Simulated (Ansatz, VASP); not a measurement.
## TiBr2 in VASP and in Ansatz

```xyz
3
Lattice="2.0717 1.1961 6.2634 -2.0717 1.1961 6.2634 0.0000 -2.3922 6.2634" Properties=species:S:1:pos:R:3 pbc="T T T"
Ti    0.0000    0.0000    0.0000
Br    0.0000    0.0000    4.7352
Br    0.0000    0.0000   14.0552
```

Alike in both runs: task single point; functional LDA; k mesh 5 × 5 × 5; occupations gaussian, width 0.05 eV; collinear spin; fixed moment 0 μB; Hubbard terms Ti d U = 7.0 eV.

|  | VASP | Ansatz |
| --- | --- | --- |
| version | VASP 6.6.1 | Ansatz 0.2.0 |
| potentials or method | VASP PAW LDA potentials, release 64 (Ti_sv, Br) | Ansatz PAW |
| plane-wave cutoff (eV) | 520 | 420 |
| valence electrons in the cell | 26 | 26 |

```csv
,VASP,Ansatz,Ansatz less VASP
pressure (GPa),-7.2,-3.5,+3.74
"traceless stress, the component that is largest in VASP (GPa)",2.34,0.44,-1.900
rms of the force components (eV/Å),0.366,0.214,-0.1518
net moment per atom (μB),0.00,0.00,0.000
```

LDA's correlation is that of Perdew and Zunger in VASP and of Perdew and Wang (1992) in Ansatz. The programs project onto different local orbitals, so the same U acts differently, and such runs can settle in different states. Atom by atom the forces differ by 0.152 eV/Å (rms over components).

Noted on Ansatz's run: the magnetic or orbital state may not be the lowest.
